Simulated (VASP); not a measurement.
# Si3N4 (Fd-3m) in VASP: single point with r2SCAN

Aim: the single point of Si3N4 with r2SCAN.

The COD entry that gives the cell may itself be a prediction, so a difference from it is no test against experiment.

Everything below comes from runs of VASP 6.6.1. Logs are shortened: lines on timing, memory, paths and dates and some standing lists are left out, and cuts for length are marked.

## (1) The cell of the first run

Symmetry: Fd-3m, No. 227, cubic system. Conventional cell: a = 7.676 Å, b = 7.676 Å, c = 7.676 Å, α = 90.00°, β = 90.00°, γ = 90.00°. Within 2.5 Å of Si (site symmetry -3m) lie 6 N at 1.86 Å. Within 2.3 Å of Si (site symmetry -43m) lie 4 N at 1.76 Å. Within 2.3 Å of N (site symmetry 3m) lie 4 Si at 1.76 to 1.86 Å.

## (2) Single point, r2SCAN

The input, POSCAR:

```
Si3N4
1.0
    0.0000000000      3.8382500000      3.8382500000
    3.8382500000      0.0000000000      3.8382500000
    3.8382500000      3.8382500000      0.0000000000
Si N
6 8
Direct
    0.6250000000      0.6250000000      0.6250000000
    0.1250000000      0.6250000000      0.6250000000
    0.6250000000      0.6250000000      0.1250000000
    0.6250000000      0.1250000000      0.6250000000
    0.0000000000      0.0000000000      0.0000000000
    0.2500000000      0.2500000000      0.2500000000
    0.3824000000      0.3824000000      0.3824000000
    0.3972000000      0.8676000000      0.8676000000
    0.3824000000      0.3824000000      0.8528000000
    0.8676000000      0.3972000000      0.8676000000
    0.8528000000      0.3824000000      0.3824000000
    0.8676000000      0.8676000000      0.8676000000
    0.3824000000      0.8528000000      0.3824000000
    0.8676000000      0.8676000000      0.3972000000
```

The input, INCAR.step1:

```
ALGO = Normal ; EDIFF = 1E-4
ENCUT = 520 ; GGA = PE
ISMEAR = 0 ; LASPH = True
LCHARG = False ; LREAL = False
LWAVE = True ; NBANDS = 45
NELM = 60 ; PREC = Accurate
SIGMA = 0.01
```

The input, INCAR.step2:

```
ALGO = Normal ; EDIFF = 1E-7
ENCUT = 520 ; ISIF = 2
ISMEAR = 0 ; ISTART = 1
LASPH = True ; LCHARG = True
LELF = True ; LMIXTAU = True
LREAL = False ; LVHAR = True
LWAVE = False ; METAGGA = R2SCAN
NBANDS = 45 ; NELM = 60
PREC = Accurate ; SIGMA = 0.01
```

The input, KPOINTS:

```
k-points
0
Gamma
  3 3 3
```

Potentials or basis: VASP PAW PBE potentials, release 64 (Si, N).

The run is started by

```bash
> cat potpaw_PBE.64/Si/POTCAR potpaw_PBE.64/N/POTCAR > POTCAR
> cp INCAR.step1 INCAR
> mpirun -np 1 vasp_std > vasp.out
> cp INCAR.step2 INCAR
> mpirun -np 1 vasp_std > vasp.out
```

OUTCAR:

```text
EDIFF = 1E-7
   ENCUT = 520
   ISIF = 2
   ISMEAR = 0
   ISTART = 1
   LASPH = True
   LREAL = False
   METAGGA = R2SCAN
   NELM = 60
   PREC = Accurate

 ion  position               nearest neighbor table
   1  0.625  0.625  0.625-   8 1.86  10 1.86  11 1.86  13 1.86   9 1.86  14 1.86   2 2.71   3 2.71
                             4 2.71   3 2.71   4 2.71   2 2.71
   2  0.125  0.625  0.625-   9 1.86  14 1.86  13 1.86  10 1.86   7 1.86  12 1.86   1 2.71   3 2.71
                             4 2.71   1 2.71   3 2.71   4 2.71
   3  0.625  0.625  0.125-   8 1.86  10 1.86  11 1.86  13 1.86  12 1.86   7 1.86   1 2.71   1 2.71
                             2 2.71   4 2.71   4 2.71   2 2.71
   4  0.625  0.125  0.625-   9 1.86  14 1.86  11 1.86   8 1.86  12 1.86   7 1.86   1 2.71   3 2.71
                             1 2.71   2 2.71   3 2.71   2 2.71
   5  0.000  0.000  0.000-  12 1.76  10 1.76   8 1.76  14 1.76
   6  0.250  0.250  0.250-   7 1.76   9 1.76  11 1.76  13 1.76
   7  0.382  0.382  0.382-   6 1.76   4 1.86   2 1.86   3 1.86
   8  0.397  0.868  0.868-   5 1.76   3 1.86   4 1.86   1 1.86
   9  0.382  0.382  0.853-   6 1.76   4 1.86   2 1.86   1 1.86
  10  0.868  0.397  0.868-   5 1.76   3 1.86   2 1.86   1 1.86
  11  0.853  0.382  0.382-   6 1.76   3 1.86   4 1.86   1 1.86
  12  0.868  0.868  0.868-   5 1.76   4 1.86   2 1.86   3 1.86
  13  0.382  0.853  0.382-   6 1.76   3 1.86   2 1.86   1 1.86
  14  0.868  0.868  0.397-   5 1.76   4 1.86   2 1.86   1 1.86

  LATTYP: Found a face centered cubic cell.
 ALAT       =     7.6765000000

  Lattice vectors:

 A1 = (   0.0000000000,   3.8382500000,   3.8382500000)
 A2 = (   3.8382500000,   0.0000000000,   3.8382500000)
 A3 = (   3.8382500000,   3.8382500000,   0.0000000000)

Analysis of symmetry for initial positions (statically):
=====================================================================
 Subroutine PRICEL returns:
 Original cell was already a primitive cell.

 Routine SETGRP: Setting up the symmetry group for a
 face centered cubic supercell.

 Subroutine GETGRP returns: Found 48 space group operations
 (whereof 24 operations were pure point group operations)
 out of a pool of 48 trial point group operations.

The static configuration has the point symmetry T_d .
 The point group associated with its full space group is O_h .

Analysis of symmetry for dynamics (positions and initial velocities):
=====================================================================
 Subroutine PRICEL returns:
 Original cell was already a primitive cell.

 Routine SETGRP: Setting up the symmetry group for a
 face centered cubic supercell.

 Subroutine GETGRP returns: Found 48 space group operations
 (whereof 24 operations were pure point group operations)
 out of a pool of 48 trial point group operations.

The dynamic configuration has the point symmetry T_d .
 The point group associated with its full space group is O_h .

 Subroutine INISYM returns: Found 48 space group operations
 (whereof 24 operations are pure point group operations),
 and found     1 'primitive' translations

----------------------------------------------------------------------------------------

                                     Primitive cell

  volume of cell :     113.0914

  direct lattice vectors                    reciprocal lattice vectors
     0.000000000  3.838250000  3.838250000    -0.130267700  0.130267700  0.130267700
     3.838250000  0.000000000  3.838250000     0.130267700 -0.130267700  0.130267700
     3.838250000  3.838250000  0.000000000     0.130267700  0.130267700 -0.130267700

  length of vectors
     5.428105206  5.428105206  5.428105206     0.225630275  0.225630275  0.225630275

  position of ions in fractional coordinates (direct lattice)
     0.625000000  0.625000000  0.625000000
     0.125000000  0.625000000  0.625000000
     0.625000000  0.625000000  0.125000000
     0.625000000  0.125000000  0.625000000
     0.000000000  0.000000000  0.000000000
     0.250000000  0.250000000  0.250000000
     0.382400000  0.382400000  0.382400000
     0.397200000  0.867600000  0.867600000
     0.382400000  0.382400000  0.852800000
     0.867600000  0.397200000  0.867600000
     0.852800000  0.382400000  0.382400000
     0.867600000  0.867600000  0.867600000
     0.382400000  0.852800000  0.382400000
     0.867600000  0.867600000  0.397200000

[... 25 lines left out ...]
 Generating k-lattice:

  Cartesian coordinates                     Fractional coordinates (reciprocal lattice)
    -0.043422567  0.043422567  0.043422567     0.333333333  0.000000000  0.000000000
     0.043422567 -0.043422567  0.043422567     0.000000000  0.333333333  0.000000000
     0.043422567  0.043422567 -0.043422567     0.000000000  0.000000000  0.333333333

  Length of vectors
     0.075210092  0.075210092  0.075210092

  Shift w.r.t. Gamma in fractional coordinates (k-lattice)
     0.000000000  0.000000000  0.000000000

 Subroutine IBZKPT returns following result:
 ===========================================

 Found      4 irreducible k-points:

 Following reciprocal coordinates:
            Coordinates               Weight
  0.000000  0.000000  0.000000      1.000000
  0.333333  0.000000  0.000000      8.000000
  0.333333  0.333333  0.000000      6.000000
 -0.333333  0.333333  0.000000     12.000000
   k-points           NKPTS =      4   k-points in BZ     NKDIM =      4   number of bands    NBANDS=     45
   number of dos      NEDOS =    301   number of ions     NIONS =     14
   total plane-waves  NPLWV =  64000
   dimension x,y,z NGX =    40 NGY =   40 NGZ =   40
   dimension x,y,z NGXF=    80 NGYF=   80 NGZF=   80
   ions per type =               6   8
   NGX,Y,Z   is equivalent  to a cutoff of  12.25, 12.25, 12.25 a.u.
   NGXF,Y,Z  is equivalent  to a cutoff of  24.50, 24.50, 24.50 a.u.
 SYSTEM =  unknown system
   PREC   = accura    normal or accurate (medium, high low for compatibility)
   ISTART =      1    job   : 0-new  1-cont  2-samecut
   ICHARG =      0    charge: 1-file 2-atom 10-const
   ISPIN  =      1    spin polarized calculation?
   LNONCOLLINEAR =      F non collinear calculations
   LSORBIT =      F    spin-orbit coupling
   LASPH  =      T    aspherical Exc in radial PAW
   ENCUT  =  520.0 eV  38.22 Ry    6.18 a.u.  10.09 10.09 10.09*2*pi/ulx,y,z
   NELM   =     60;   NELMIN=  2; NELMDL=  0     # of ELM steps
   EDIFF  = 0.1E-06   stopping-criterion for ELM
   LREAL  =      F    real-space projection
   EDIFFG = 0.1E-05   stopping-criterion for IOM
   NSW    =      0    number of steps for IOM
   IBRION =     -1    ionic relax: 0-MD 1-quasi-New 2-CG
   NFREE  =      0    steps in history (QN), initial steepest desc. (CG)
   ISIF   =      2    stress and relaxation
   ISYM   =      2    0-nonsym 1-usesym 2-fastsym
   POTIM  = 0.5000    time-step for ionic-motion
   TEBEG  =    0.0;   TEEND  =   0.0 temperature during run
   PSTRESS=    0.0 pullay stress
   NELECT =      64.0000    total number of electrons
   NUPDOWN=      -1.0000    fix difference up-down
   EMIN   =  10.00;   EMAX   =-10.00  energy-range for DOS
   EFERMI =   0.00;   METHOD = LEGACY
   ISMEAR =     0;   SIGMA  =   0.01  broadening in eV -4-tet -1-fermi 0-gaus
   EFERMI_NEDOS =   21; number of points for ismear=-14 and -15
   IALGO  =     38    algorithm
   IMIX   =      4    mixing-type and parameters
     AMIX     =   0.40;   BMIX     =  1.00
     AMIX_MAG =   1.60;   BMIX_MAG =  1.00
  volume/ion in A,a.u.               =       8.08        54.51
  Fermi-wavevector in a.u.,A,eV,Ry     =   1.354123  2.558922 24.948324  1.833650
  Thomas-Fermi vector in A             =   2.481321
   LORBIT       =      0    0 simple, 1 ext, 2 COOP (PROOUT), +10 PAW based schemes
   METAGGA = R2SCAN    functional components
   LHFCALC =     F    Hartree Fock is set to
   AEXX    =    0.0000 exact exchange contribution
   IVDW    =     0    specifies the selected vdW correction
   LEPSILON=     F    determine dielectric tensor
   LRPA    =     F    only Hartree local field effects (RPA)
 non-spin polarized calculation
 Gauss-broadening in eV      SIGMA  =   0.01
  energy-cutoff  :      520.00
  volume of cell :      113.09
 maximum number of plane-waves:      3071
   NGX = 21   NGY = 21   NGZ = 21

 number of electron      64.0000009 magnetization

 Free energy of the ion-electron system (eV)
  ---------------------------------------------------
  ext. energy  EPLUGINS =         0.00000000
  ---------------------------------------------------
  free energy    TOTEN  =      -141.72942070 eV

  energy without entropy =     -141.72942070  energy(sigma->0) =     -141.72942070

 E-fermi :   9.4938     XC(G=0): -13.0511

 val. band max:        9.4469790053   @ k =   0.0000   0.0000   0.0000
 cond. band min:      13.5823508676   @ k =   0.0000   0.0000   0.0000
 fundamental gap:      4.1353718623
 Fermi energy:         9.4938469757

 k-point     1 :       0.0000    0.0000    0.0000
  band No.  band energies     occupation
      1     -10.6304      2.00000
      2      -7.1729      2.00000
      3      -6.2265      2.00000
      4      -6.2265      2.00000
      5      -6.2265      2.00000
      6      -5.1758      2.00000
[... 177 lines left out ...]
     43      20.6761      0.00000
     44      20.7042      0.00000
 [bands above 44 left out]

------------------------ aborting loop because EDIFF is reached ----------------------------------------

  FORCE on cell =-STRESS in cart. coord.  units (eV):
  Direction    XX          YY          ZZ          XY          YZ          ZX
  --------------------------------------------------------------------------------------
  -------------------------------------------------------------------------------------
  Total        5.1012452      5.1012452      5.1012452      0.0000000      0.0000000     -0.0000000
  in kB       72.2698259     72.2698259     72.2698259      0.0000000      0.0000000     -0.0000000
  external PRESSURE =      72.2698259 kB  Pullay stress =       0.0000000 kB

 VOLUME and BASIS-vectors are now :
 -----------------------------------------------------------------------------
  energy-cutoff  :      520.00
  volume of cell :      113.09
      direct lattice vectors                 reciprocal lattice vectors
     0.000000000  3.838250000  3.838250000    -0.130267700  0.130267700  0.130267700
     3.838250000  0.000000000  3.838250000     0.130267700 -0.130267700  0.130267700
     3.838250000  3.838250000  0.000000000     0.130267700  0.130267700 -0.130267700

 POSITION                                       TOTAL-FORCE (eV/Angst)
 -----------------------------------------------------------------------------------
      4.79781      4.79781      4.79781        -0.000000     -0.000000     -0.000000
      4.79781      2.87869      2.87869        -0.000000     -0.000000     -0.000000
      2.87869      2.87869      4.79781        -0.000000     -0.000000     -0.000000
      2.87869      4.79781      2.87869        -0.000000     -0.000000     -0.000000
      0.00000      0.00000      0.00000        -0.000000     -0.000000     -0.000000
      1.91912      1.91912      1.91912        -0.000000     -0.000000     -0.000000
      2.93549      2.93549      2.93549        -0.045626     -0.045626     -0.045626
      6.66013      4.85462      4.85462         0.045626     -0.045626     -0.045626
      4.74101      4.74101      2.93549         0.045626      0.045626     -0.045626
      4.85462      6.66013      4.85462        -0.045626      0.045626     -0.045626
      2.93549      4.74101      4.74101        -0.045626      0.045626      0.045626
      6.66013      6.66013      6.66013         0.045626      0.045626      0.045626
      4.74101      2.93549      4.74101         0.045626     -0.045626      0.045626
      4.85462      4.85462      6.66013        -0.045626     -0.045626      0.045626
 -----------------------------------------------------------------------------------
    total drift:                                0.000000      0.000000      0.000000

  FREE ENERGIE OF THE ION-ELECTRON SYSTEM (eV)
  ---------------------------------------------------
  free  energy   TOTEN  =      -141.7294207028 eV

  energy  without entropy=     -141.7294207028  energy(sigma->0) =     -141.72942070
```

Wall time 3.3 min (1 thread of Intel Xeon 8259CL, shared host); peak memory 0.25 GiB.

Results:

* Free energy: -141.7294 eV
* Pressure: 7.2 GPa
* Largest force: 0.079 eV/Å
* Band gap on the k mesh: 4.14 eV, direct

Forces on the atoms (eV/Å):
```
Si   0.000  0.000  0.000
Si   0.000  0.000  0.000
Si   0.000  0.000  0.000
Si   0.000  0.000  0.000
Si   0.000  0.000  0.000
Si   0.000  0.000  0.000
N   -0.046 -0.046 -0.046
N    0.046 -0.046 -0.046
N    0.046  0.046 -0.046
N   -0.046  0.046 -0.046
N   -0.046  0.046  0.046
N    0.046  0.046  0.046
N    0.046 -0.046  0.046
N   -0.046 -0.046  0.046
```

Caveat: the k points lie up to 0.47 Å⁻¹ apart; the PAW data sets were made with another functional, which shifts forces and pressure a little.
